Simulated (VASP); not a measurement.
# Tl (P6_3/mmc) in VASP: a series of runs

Tl is run at these levels: PBEsol; tasks: single point, relaxation of cell and atoms.

Program: VASP 6.6.1. These are calculated values, not measurements. Logs are shortened: lines on timing, memory, paths and dates and some standing lists are left out, and cuts for length are marked.

## Step 1: The cell of the first run

The structure is hexagonal, space group P6_3/mmc (No. 194). The conventional cell has a = 3.502 Å, b = 3.502 Å, c = 5.394 Å, α = 90.00°, β = 90.00°, γ = 120.00°. Tl (site symmetry -6m2) has 12 Tl at 3.37 to 3.50 Å within 4.4 Å.

## Step 2: Single point, PBEsol

INCAR

```
SYSTEM = Tl
ALGO = Normal
EDIFF = 1E-6
ENCUT = 520
GGA = PS
ISIF = 2
ISMEAR = 0
LASPH = .TRUE.
LCHARG = .FALSE.
LREAL = .FALSE.
LWAVE = .FALSE.
NBANDS = 20
NELM = 100
PREC = Accurate
SIGMA = 0.1
```

KPOINTS

```
k-points
0
G
  15 15 8
  0 0 0
```

POSCAR

```
Tl
1.0
    3.5018737533      0.0000000000      0.0000000000
   -1.7509368767      3.0327116312      0.0000000000
    0.0000000000      0.0000000000      5.3940014844
Tl
2
Direct
    0.3333333333      0.6666666667      0.2500000000
    0.6666666667      0.3333333333      0.7500000000
```

Potentials or basis: VASP PAW PBE potentials, release 64 (Tl_d).

Launch:

```sh
$ cat potpaw_PBE.64/Tl_d/POTCAR > POTCAR
$ mpirun -np 1 vasp_std > vasp.out
```

OUTCAR:

```text
SYSTEM = Tl
   EDIFF = 1E-6
   ENCUT = 520
   GGA = PS
   ISIF = 2
   ISMEAR = 0
   LASPH = .TRUE.
   LREAL = .FALSE.
   NELM = 100
   PREC = Accurate

 ion  position               nearest neighbor table
   1  0.333  0.667  0.250-   2 3.37   2 3.37   2 3.37   2 3.37   2 3.37   2 3.37
   2  0.667  0.333  0.750-   1 3.37   1 3.37   1 3.37   1 3.37   1 3.37   1 3.37

  LATTYP: Found a hexagonal cell.
 ALAT       =     3.5018737533
 C/A-ratio  =     1.5403186592

  Lattice vectors:

 A1 = (   3.5018737533,   0.0000000000,   0.0000000000)
 A2 = (  -1.7509368767,   3.0327116312,   0.0000000000)
 A3 = (   0.0000000000,   0.0000000000,   5.3940014844)

Analysis of symmetry for initial positions (statically):
=====================================================================
 Subroutine PRICEL returns:
 Original cell was already a primitive cell.

 Routine SETGRP: Setting up the symmetry group for a
 hexagonal supercell.

 Subroutine GETGRP returns: Found 24 space group operations
 (whereof 12 operations were pure point group operations)
 out of a pool of 24 trial point group operations.

The static configuration has the point symmetry D_3d.
 The point group associated with its full space group is D_6h.

Analysis of symmetry for dynamics (positions and initial velocities):
=====================================================================
 Subroutine PRICEL returns:
 Original cell was already a primitive cell.

 Routine SETGRP: Setting up the symmetry group for a
 hexagonal supercell.

 Subroutine GETGRP returns: Found 24 space group operations
 (whereof 12 operations were pure point group operations)
 out of a pool of 24 trial point group operations.

The dynamic configuration has the point symmetry D_3d.
 The point group associated with its full space group is D_6h.

 Subroutine INISYM returns: Found 24 space group operations
 (whereof 12 operations are pure point group operations),
 and found     1 'primitive' translations

----------------------------------------------------------------------------------------

                                     Primitive cell

  volume of cell :      57.2852

  direct lattice vectors                    reciprocal lattice vectors
     3.501873753  0.000000000  0.000000000     0.285561408  0.164868956  0.000000000
    -1.750936877  3.032711631  0.000000000     0.000000000  0.329737912  0.000000000
     0.000000000  0.000000000  5.394001484     0.000000000  0.000000000  0.185391124
[... 76 lines left out ...]
   ISTART =      0    job   : 0-new  1-cont  2-samecut
   ICHARG =      2    charge: 1-file 2-atom 10-const
   ISPIN  =      1    spin polarized calculation?
   LNONCOLLINEAR =      F non collinear calculations
   LSORBIT =      F    spin-orbit coupling
   LASPH  =      T    aspherical Exc in radial PAW
   ENCUT  =  520.0 eV  38.22 Ry    6.18 a.u.   6.51  6.51 10.03*2*pi/ulx,y,z
   NELM   =    100;   NELMIN=  2; NELMDL= -5     # of ELM steps
   EDIFF  = 0.1E-05   stopping-criterion for ELM
   LREAL  =      F    real-space projection
   EDIFFG = 0.1E-04   stopping-criterion for IOM
   NSW    =      0    number of steps for IOM
   IBRION =     -1    ionic relax: 0-MD 1-quasi-New 2-CG
   NFREE  =      0    steps in history (QN), initial steepest desc. (CG)
   ISIF   =      2    stress and relaxation
   ISYM   =      2    0-nonsym 1-usesym 2-fastsym
   POTIM  = 0.5000    time-step for ionic-motion
   TEBEG  =    0.0;   TEEND  =   0.0 temperature during run
   PSTRESS=    0.0 pullay stress
   NELECT =      26.0000    total number of electrons
   NUPDOWN=      -1.0000    fix difference up-down
   EMIN   =  10.00;   EMAX   =-10.00  energy-range for DOS
   EFERMI =   0.00;   METHOD = LEGACY
   ISMEAR =     0;   SIGMA  =   0.10  broadening in eV -4-tet -1-fermi 0-gaus
   EFERMI_NEDOS =   21; number of points for ismear=-14 and -15
   IALGO  =     38    algorithm
   IMIX   =      4    mixing-type and parameters
     AMIX     =   0.40;   BMIX     =  1.00
     AMIX_MAG =   1.60;   BMIX_MAG =  1.00
  volume/ion in A,a.u.               =      28.64       193.29
  Fermi-wavevector in a.u.,A,eV,Ry     =   1.258109  2.377482 21.535834  1.582839
  Thomas-Fermi vector in A             =   2.391735
   LORBIT       =      0    0 simple, 1 ext, 2 COOP (PROOUT), +10 PAW based schemes
   GGA     = PS    functional components
   LHFCALC =     F    Hartree Fock is set to
   AEXX    =    0.0000 exact exchange contribution
   IVDW    =     0    specifies the selected vdW correction
   LEPSILON=     F    determine dielectric tensor
   LRPA    =     F    only Hartree local field effects (RPA)
 non-spin polarized calculation
 Gauss-broadening in eV      SIGMA  =   0.10
  energy-cutoff  :      520.00
  volume of cell :       57.29
 maximum number of plane-waves:      1574
 NGX is ok and might be reduce to    28
   NGX = 13   NGY = 13   NGZ = 21

 number of electron      25.9999997 magnetization

 Free energy of the ion-electron system (eV)
  ---------------------------------------------------
  ext. energy  EPLUGINS =         0.00000000
  ---------------------------------------------------
  free energy    TOTEN  =        -5.26363121 eV

  energy without entropy =       -5.26062829  energy(sigma->0) =       -5.26212975

 E-fermi :   6.3607     XC(G=0): -10.3564

 val. band max:        6.3107076159   @ k =   0.0667   0.0000   0.2500
 cond. band min:       6.3924151567   @ k =   0.3333   0.3333   0.2500
 fundamental gap:      0.0817075407
 Fermi energy:         6.3606829675

 k-point     1 :       0.0000    0.0000    0.0000
  band No.  band energies     occupation
      1      -5.3767      2.00000
      2      -5.1165      2.00000
      3      -5.1165      2.00000
      4      -5.1032      2.00000
      5      -5.0557      2.00000
      6      -5.0557      2.00000
[... 541 lines left out ...]
     19      13.8305      0.00000
     20      17.8975      0.00000

 [... further k-points ...]
[... 5 lines left out ...]
  --------------------------------------------------------------------------------------
  -------------------------------------------------------------------------------------
  Total       -0.0251486     -0.0251486     -0.0299639      0.0000000     -0.0000000      0.0000000
  in kB       -0.7033671     -0.7033671     -0.8380424      0.0000000     -0.0000000      0.0000000
  external PRESSURE =      -0.7482589 kB  Pullay stress =       0.0000000 kB

 VOLUME and BASIS-vectors are now :
 -----------------------------------------------------------------------------
  energy-cutoff  :      520.00
  volume of cell :       57.29
      direct lattice vectors                 reciprocal lattice vectors
     3.501873753  0.000000000  0.000000000     0.285561408  0.164868956  0.000000000
    -1.750936877  3.032711631  0.000000000     0.000000000  0.329737912  0.000000000
     0.000000000  0.000000000  5.394001484     0.000000000  0.000000000  0.185391124

 POSITION                                       TOTAL-FORCE (eV/Angst)
 -----------------------------------------------------------------------------------
     -0.00000      2.02181      1.34850        -0.000000      0.000000      0.000000
      1.75094      1.01090      4.04550         0.000000      0.000000      0.000000
 -----------------------------------------------------------------------------------
    total drift:                               -0.000000      0.000000      0.000000

  FREE ENERGIE OF THE ION-ELECTRON SYSTEM (eV)
  ---------------------------------------------------
  free  energy   TOTEN  =        -5.2636312085 eV

  energy  without entropy=       -5.2606282905  energy(sigma->0) =       -5.26212975
```

OSZICAR:

```text
N       E                     dE             d eps       ncg     rms          rms(c)
DAV:   1     0.131771576730E+03    0.13177E+03   -0.14074E+04  5408   0.122E+03
DAV:   2    -0.272304197758E+01   -0.13449E+03   -0.13188E+03  5884   0.277E+02
DAV:   3    -0.532315908101E+01   -0.26001E+01   -0.25922E+01  6224   0.339E+01
DAV:   4    -0.533880502558E+01   -0.15646E-01   -0.15645E-01  5712   0.285E+00
DAV:   5    -0.533901882104E+01   -0.21380E-03   -0.21380E-03  5980   0.328E-01    0.304E+00
DAV:   6    -0.527546220403E+01    0.63557E-01   -0.10910E-01  5640   0.257E+00    0.214E+00
DAV:   7    -0.526446928428E+01    0.10993E-01   -0.40222E-02  5776   0.154E+00    0.846E-01
DAV:   8    -0.526362727005E+01    0.84201E-03   -0.24895E-03  5660   0.380E-01    0.487E-02
DAV:   9    -0.526362899515E+01   -0.17251E-05   -0.16329E-05  5984   0.346E-02    0.133E-02
DAV:  10    -0.526363114255E+01   -0.21474E-05   -0.23781E-06  4660   0.137E-02    0.127E-03
DAV:  11    -0.526363120850E+01   -0.65952E-07   -0.30546E-07  2908   0.435E-03
   1 F= -.52636312E+01 E0= -.52621297E+01  d E =-.300292E-02
```

Run time: 37 s. Hardware: 1 thread of Intel Xeon 6975P-C (Granite Rapids), shared host; peak memory 0.26 GiB.

Results:

```yaml
Free_energy: -5.2636 eV
Pressure: -0.1 GPa
Band_gap_on_the_k_mesh: zero (band 13 reaches 10.29 eV, above the bottom of band 14 at 4.14 eV)
```

Caveat: the PAW data sets were made with another functional, which shifts forces and pressure a little; spin-orbit coupling is left out, which moves the levels of the heavy elements.

[end of part 1 of 2]
